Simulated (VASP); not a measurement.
# Al16Cu in VASP: notebook, part 2 of 2

VASP 6.6.1. Earlier steps stand in the parts before.

## Step 3: Single point, PBE+D3(BJ)

The input, INCAR:

```
SYSTEM = Al16Cu
PREC = Accurate
ENCUT = 520
EDIFF = 1E-6
ISMEAR = 0
SIGMA = 0.1
LREAL = Auto
LASPH = .True.
NELM = 80
ALGO = Normal
ISIF = 2
LWAVE = .False.
LCHARG = .True.
LDIPOL = .True.
IDIPOL = 3
DIPOL = 0.5 0.5 0.303
GGA = PE
IVDW = 12
LELF = .True.
LVHAR = .True.
LVACPOTAV = .True.
NBANDS = 44
```

The input, KPOINTS:

```
regular mesh
0
Gamma
  5 4 1
  0 0 0
```

The input, POSCAR:

```
Al16Cu
1.0
    5.6324246412      0.0000000000      0.0000000000
    0.0000000000      7.9654513166      0.0000000000
    0.0000000000      0.0000000000     21.2293510975
Al Cu
16 1
Direct
    0.2500000000      0.2500000000      0.1884183827
    0.2500000000      0.7500000000      0.1884183827
    0.7500000000      0.2500000000      0.1884183827
    0.7500000000      0.7500000000      0.1884183827
    0.0000000000      0.0000000000      0.2547466541
    0.0000000000      0.5000000000      0.2547466541
    0.5000000000      0.0000000000      0.2547466541
    0.5000000000      0.5000000000      0.2547466541
    0.2500000000      0.2500000000      0.3240951258
    0.2500000000      0.7500000000      0.3240951258
    0.7500000000      0.2500000000      0.3240951258
    0.7500000000      0.7500000000      0.3240951258
    0.0000000000      0.0000000000      0.3876402562
    0.0000000000      0.5000000000      0.3876402562
    0.5000000000      0.0000000000      0.3876402562
    0.5000000000      0.5000000000      0.3876402562
    0.2500000000      0.0625000000      0.5289540432
```

Potentials or basis: VASP PAW PBE potentials, release 64 (Al, Cu).

The run is started by

```
$ cat potpaw_PBE.64/Al/POTCAR potpaw_PBE.64/Cu/POTCAR > POTCAR
$ mpirun -np 1 vasp_std > vasp.out
```

OUTCAR:

```text
SYSTEM = Al16Cu
   PREC = Accurate
   ENCUT = 520
   EDIFF = 1E-6
   ISMEAR = 0
   LREAL = Auto
   LASPH = .True.
   NELM = 80
   ISIF = 2
   GGA = PE
   IVDW = 12
 IVDW          = 12

 ion  position               nearest neighbor table
   1  0.250  0.250  0.188-   3 2.82   3 2.82   6 2.82   7 2.82   8 2.82   5 2.82   9 2.88
   2  0.250  0.750  0.188-   4 2.82   4 2.82   6 2.82   7 2.82   8 2.82   5 2.82  10 2.88
   3  0.750  0.250  0.188-   1 2.82   1 2.82   6 2.82   7 2.82   8 2.82   5 2.82  11 2.88
   4  0.750  0.750  0.188-   2 2.82   2 2.82   6 2.82   7 2.82   8 2.82   5 2.82  12 2.88
   5  0.000  0.000  0.255-   7 2.82   7 2.82   3 2.82   4 2.82   1 2.82   2 2.82  13 2.82  11 2.85
[... 642 lines left out ...]
  in kB     -19.77324    -6.22008    -8.50330     0.00000    -0.59700     0.00000
  external pressure =      -11.50 kB  Pullay stress =        0.00 kB

 VOLUME and BASIS-vectors are now :
 -----------------------------------------------------------------------------
  energy-cutoff  :      520.00
  volume of cell :      952.45
      direct lattice vectors                 reciprocal lattice vectors
     5.632424641  0.000000000  0.000000000     0.177543432  0.000000000  0.000000000
     0.000000000  7.965451317  0.000000000     0.000000000  0.125542165  0.000000000
     0.000000000  0.000000000 21.229351098     0.000000000  0.000000000  0.047104596

 POSITION                                       TOTAL-FORCE (eV/Angst)
 -----------------------------------------------------------------------------------
      1.40811      1.99136      4.00000         0.000000     -0.015851      0.173023
      1.40811      5.97409      4.00000         0.000000     -0.001813      0.165705
      4.22432      1.99136      4.00000         0.000000      0.001426      0.179688
      4.22432      5.97409      4.00000         0.000000     -0.014880      0.154604
      0.00000      0.00000      5.40811        -0.142614     -0.003220     -0.150628
      0.00000      3.98273      5.40811        -0.028622      0.009632     -0.084946
[... 9 lines left out ...]
      2.81621      3.98273      8.22935        -0.014161     -0.015204      0.026906
      1.40811      0.49784     11.22935         0.000000     -0.141092     -1.212897
 -----------------------------------------------------------------------------------
    total drift:                                0.000000     -0.000028     -0.003279

  FREE ENERGIE OF THE ION-ELECTRON SYSTEM (eV)
  ---------------------------------------------------
  free  energy   TOTEN  =       -59.5149759478 eV

  energy  without entropy=      -59.4505764304  energy(sigma->0) =      -59.48277619

 vacuum level on the upper side and lower side of the slab         3.696         3.472
```

OSZICAR:

```text
N       E                     dE             d eps       ncg     rms          rms(c)
DAV:   1     0.258257088038E+03    0.25826E+03   -0.17001E+04   792   0.944E+02
DAV:   2    -0.433331017894E+02   -0.30159E+03   -0.28273E+03  1032   0.172E+02
DAV:   3    -0.640580380814E+02   -0.20725E+02   -0.19150E+02   984   0.501E+01
[... 34 lines left out ...]
DAV:  38    -0.559446338631E+02    0.13247E-05   -0.42321E-05   792   0.658E-02    0.205E-02
DAV:  39    -0.559446384345E+02   -0.45714E-05   -0.27878E-05  1016   0.436E-02    0.622E-03
DAV:  40    -0.559446419464E+02   -0.35119E-05   -0.19826E-05   824   0.442E-02    0.865E-03
DAV:  41    -0.559446437179E+02   -0.17715E-05   -0.27069E-06   832   0.145E-02    0.535E-03
DAV:  42    -0.559446445994E+02   -0.88151E-06   -0.10080E-06   668   0.947E-03
   1 F= -.59514976E+02 E0= -.59482776E+02  d E =-.643995E-01
```

stdout:

```text
POSCAR found type information on POSCAR AlCu
 POSCAR found :  2 types and      17 ions
 scaLAPACK will be used
 LDA part: xc-table for (Slater+PW92), standard interpolation
 POSCAR, INCAR and KPOINTS ok, starting setup
 FFT: planning ... GRIDC
 FFT: planning ... GRID_SOFT
 FFT: planning ... GRID
 WAVECAR not read
 entering main loop
 -----------------------------------------------------------------------------
|                                                                             |
|           W    W    AA    RRRRR   N    N  II  N    N   GGGG   !!!           |
|           W    W   A  A   R    R  NN   N  II  NN   N  G    G  !!!           |
|           W    W  A    A  R    R  N N  N  II  N N  N  G       !!!           |
|           W WW W  AAAAAA  RRRRR   N  N N  II  N  N N  G  GGG   !            |
|           WW  WW  A    A  R   R   N   NN  II  N   NN  G    G                |
|           W    W  A    A  R    R  N    N  II  N    N   GGGG   !!!           |
|                                                                             |
|     Did not find any points to average over, which means that no vacuum     |
|     field-free region was found. Please increase the size of  your cell     |
|     in the dimension of the dipole correction to obtain accurate            |
|     workfunction values.                                                    |
|                                                                             |
 -----------------------------------------------------------------------------
```

Run time: 14 min. Hardware: 1 thread of Intel Xeon 6975P-C (Granite Rapids), shared host; peak memory 0.88 GiB.

Results:

- Free energy: -59.5150 eV
- Largest force: 1.221 eV/Å
- Band gap on the k mesh: zero (an odd number of electrons rules out a gap without spin polarisation)
- Dispersion energy per atom: -0.210 eV

Forces in eV/Å, atoms in the order of the input:
```
Al   0.000 -0.016  0.173
Al   0.000 -0.002  0.166
Al   0.000  0.001  0.180
Al   0.000 -0.015  0.155
Al  -0.143 -0.003 -0.151
Al  -0.029  0.010 -0.085
Al   0.143 -0.003 -0.151
Al   0.029  0.010 -0.085
Al   0.000  0.003 -0.067
Al   0.000  0.028 -0.005
Al   0.000 -0.056 -0.043
Al   0.000  0.045 -0.059
Al   0.034  0.085  0.566
Al   0.014 -0.015  0.027
Al  -0.034  0.085  0.566
Al  -0.014 -0.015  0.027
Cu   0.000 -0.141 -1.213
```

Levels at points of the mesh, in eV from the Fermi level:
| k point | band 25 | band 26 | band 27 | band 28 | band 29 | band 30 | band 31 | band 32 | band 33 | band 34 |
| --- | --- | --- | --- | --- | --- | --- | --- | --- | --- | --- |
| (0.00, 0.00, 0.00) | -0.87 | -0.87 | -0.74 | -0.68 | -0.53 | -0.26 | -0.11 | -0.04 | 0.20 | 1.14 |
| (0.00, 0.50, 0.00) | -0.89 | -0.87 | -0.86 | -0.84 | -0.83 | -0.05 | 0.26 | 0.29 | 0.31 | 0.33 |

## Step 4: Single point, PBE+D3(BJ)

The input, INCAR:

```
SYSTEM = Al16Cu
ALGO = Normal
DIPOL = 0.5 0.5 0.303
EDIFF = 1E-6
ENCUT = 520
GGA = PE
IDIPOL = 3
ISIF = 2
ISMEAR = 0
IVDW = 12
LASPH = .TRUE.
LCHARG = .FALSE.
LDIPOL = .TRUE.
LREAL = Auto
LWAVE = .FALSE.
NBANDS = 44
NELM = 80
PREC = Accurate
SIGMA = 0.1
```

The input, KPOINTS:

```
k-points
0
G
  5 4 1
  0 0 0
```

POSCAR: that of step 3 with these lines changed.

```diff
@@ -24,2 +24,2 @@
     0.5000000000      0.5000000000      0.3876402562
-    0.2500000000      0.0625000000      0.5289540432
+    0.2500000000      0.1875000000      0.5289540432
```

The run is started by

```
$ cat potpaw_PBE.64/Al/POTCAR potpaw_PBE.64/Cu/POTCAR > POTCAR
$ mpirun -np 1 vasp_std > vasp.out
```

It took 13 min on 1 thread of Intel Xeon 6975P-C (Granite Rapids), shared host; peak memory 0.89 GiB.

It converged, with:

```yaml
Free_energy: -59.3319 eV
Largest_force: 1.009 eV/Å
Band_gap_on_the_k_mesh: zero (an odd number of electrons rules out a gap without spin polarisation)
Dispersion_energy_per_atom: -0.211 eV
```

Forces in eV/Å, atoms in the order of the input:
```
Al   0.000 -0.012  0.168
Al   0.000 -0.006  0.151
Al   0.000 -0.006  0.184
Al   0.000 -0.008  0.130
Al  -0.094 -0.016 -0.133
Al  -0.043  0.020 -0.107
Al   0.094 -0.016 -0.133
Al   0.043  0.020 -0.107
Al   0.000  0.009 -0.084
Al   0.000  0.027  0.038
Al   0.000 -0.027 -0.034
Al   0.000  0.016 -0.070
Al   0.039  0.152  0.366
Al   0.029 -0.079  0.131
Al  -0.039  0.152  0.366
Al  -0.029 -0.079  0.131
Cu   0.000 -0.147 -0.998
```

Levels at points of the mesh, in eV from the Fermi level:
```csv
k point,band 27,band 28,band 29,band 30,band 31,band 32,band 33,band 34
"(0.00, 0.00, 0.00)",-0.71,-0.67,-0.54,-0.23,-0.11,-0.01,0.20,1.15
"(0.00, 0.50, 0.00)",-0.76,-0.74,-0.72,-0.10,0.27,0.30,0.30,0.31
```

## Step 5: Single point, PBE+D3(BJ)

The input, INCAR:

```
PREC     = Accurate       # precision mode
ENCUT    = 520            # plane-wave cutoff, eV
EDIFF    = 1E-7           # SCF threshold, eV
ISMEAR   = 0              # smearing method
SIGMA    = 0.1            # smearing width, eV
LREAL    = Auto         
LASPH    = True           # aspherical terms in the spheres
NELM     = 100            # most SCF steps
ALGO     = Normal         # electronic algorithm
ISIF     = 2              # what is computed and relaxed
LWAVE    = False          # write WAVECAR
LCHARG   = False          # write CHGCAR
LDIPOL   = True         
IDIPOL   = 3            
DIPOL    = 0.5 0.5 0.303
GGA      = PE             # functional
IVDW     = 12             # dispersion correction
NBANDS   = 44             # bands
```

The input, KPOINTS:

```
Automatic mesh
0
Gamma
  5 4 1
```

POSCAR: that of step 4 with these lines changed.

```diff
@@ -24,2 +24,2 @@
     0.5000000000      0.5000000000      0.3876402562
-    0.2500000000      0.1875000000      0.5289540432
+    0.0000000000      0.1250000000      0.5289540432
```

The run is started by

```
$ cat potpaw_PBE.64/Al/POTCAR potpaw_PBE.64/Cu/POTCAR > POTCAR
$ mpirun -np 1 vasp_std > vasp.out
```

Run time: 9.7 min. Hardware: 1 thread of Intel Xeon 6975P-C (Granite Rapids), shared host; peak memory 0.88 GiB.

It converged, with:

```yaml
Free_energy: -59.5075 eV
Largest_force: 1.190 eV/Å
Band_gap_on_the_k_mesh: zero (an odd number of electrons rules out a gap without spin polarisation)
Dispersion_energy_per_atom: -0.210 eV
```

Forces on the atoms (eV/Å):
```
Al  -0.033 -0.005  0.177
Al   0.036 -0.010  0.152
Al   0.033 -0.005  0.177
Al  -0.036 -0.010  0.152
Al   0.000  0.014 -0.166
Al   0.000 -0.005 -0.105
Al   0.000 -0.029 -0.101
Al   0.000  0.027 -0.082
Al   0.036 -0.023 -0.063
Al   0.056  0.040 -0.021
Al  -0.036 -0.023 -0.063
Al  -0.056  0.040 -0.021
Al   0.000  0.315  0.996
Al   0.000 -0.105  0.132
Al   0.000 -0.008  0.017
Al   0.000  0.002 -0.011
Cu   0.000 -0.216 -1.170
```

Levels at points of the mesh, in eV from the Fermi level:
```csv
k point,band 26,band 27,band 28,band 29,band 30,band 31,band 32,band 33
"(0.00, 0.00, 0.00)",-0.77,-0.72,-0.68,-0.54,-0.30,-0.14,0.08,0.21
"(0.00, 0.50, 0.00)",-0.82,-0.81,-0.76,-0.76,-0.15,0.26,0.28,0.29
```

## Step 6: Summary

```csv
cell,gap on the mesh (eV),largest force (eV/Å)
"as given, atomic positions A",none,1.13
"as given, atomic positions B",none,1.22
"as given, atomic positions C",none,1.01
"as given, atomic positions D",none,1.19
```

Alike in all rows: task single point; level PBE+D3(BJ); potentials or basis VASP PAW PBE potentials, release 64 (Al, Cu); no spin polarisation; k mesh 5 × 4 × 1; cutoff (eV) 520; smearing gaussian 0.1 eV.

Absolute energies hang on the potentials; compare differences alone.
